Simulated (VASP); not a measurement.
Cu:

```
Cu
1.0
     0.00000    2.51687    2.51687
     2.51687    0.00000    2.51687
     2.51687    2.51687    0.00000
Cu
2
Cartesian
  0.6292 0.6292 0.6292
  4.4045 4.4045 4.4045
```

- Program: VASP 6.6.1
- Task: relaxation of cell and atoms
- Functional: BLYP
- Potentials or basis: VASP PAW PBE potentials, release 64 (Cu)
- Cutoff: 600 eV
- k mesh: 11 × 11 × 11
- Occupations: fermi-dirac, width 0.1 eV
- Spin: no spin polarisation

At the start: pressure 21.1 GPa; volume 15.94 Å³/atom.

Task: How do energy, volume and symmetry change on relaxing?

Result: Over 4 steps the energy falls by 239.0 meV/atom and the volume is 20.58 Å³/atom (+29.0 %); space group Fd-3m (No. 227, to 0.05 Å).

The path:
```csv
step,energy change (eV),largest force (eV/Å),pressure (GPa),volume (Å³)
1,0.0000,0.0000,21.07,31.89
2,-0.4721,0.0000,-1.48,42.57
3,-0.4779,0.0000,0.20,40.95
4,-0.4781,0.0000,0.03,41.15
```

Final structure:
```xyz
2
Lattice="0.0000 2.7402 2.7402 2.7402 0.0000 2.7402 2.7402 2.7402 0.0000" Properties=species:S:1:pos:R:3 pbc="T T T"
Cu    0.6850    0.6850    0.6850
Cu    4.7953    4.7953    4.7953
```

Caveat: the volume moved by over 15 % at a fixed basis, so the end points are rough; the PAW data sets were made with another functional, which shifts forces and pressure a little.
